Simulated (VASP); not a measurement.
Wanted: the native input for a VASP 6.6.1 run.

- Task: single point
- Functional: PBE
- Potentials or basis: VASP PAW PBE potentials, release 64 (Cd, Te)
- Cutoff: 520 eV
- k mesh: 1 × 1 × 13
- Occupations: gaussian, width 0.05 eV
- Spin: collinear spin
- Starting moments: [0.5, 0.5] μB
- Dipole correction: no
- Further INCAR settings: ALGO = Normal; EDIFF = 1e-07; NBANDS = 20

The structure of CdTe lies in POSCAR:

```
CdTe
1.0
    9.0000000000      0.0000000000      0.0000000000
    0.0000000000      9.3000000000      0.0000000000
    0.0000000000      0.0000000000      5.1577320350
Cd Te
1 1
Direct
    0.5000000000      0.5000000000      0.0000000000
    0.5000000000      0.5000000000      0.5000000000
```

These files were run (other wordings do the same):

INCAR

```
ALGO = Normal
EDIFF = 1E-7
ENCUT = 520
GGA = PE
ISIF = 2
ISMEAR = 0
ISPIN = 2
LASPH = True
LCHARG = False
LORBIT = 11
LREAL = False
LWAVE = False
MAGMOM = 0.5 0.5
NBANDS = 20
NELM = 150
PREC = Accurate
SIGMA = 0.05
```

KPOINTS

```
k-points
0
Gamma
  1 1 13
```

Potentials or basis: VASP PAW PBE potentials, release 64 (Cd, Te).

Command:

```bash
$ cat potpaw_PBE.64/Cd/POTCAR potpaw_PBE.64/Te/POTCAR > POTCAR
$ mpirun -np 1 vasp_std > vasp.out
```

It gave:

```
Net moment                                            : 0.12 μB per cell
Site moments                                          : Cd +0.01; Te +0.06 μB
Valence electrons inside the program's atomic spheres : Cd 10.29; Te 3.42
```

Run time: 110 s on 1 thread of Intel(R) Xeon(R) 6975P-C (Granite Rapids), on a shared host, peak memory 0.64 GiB.
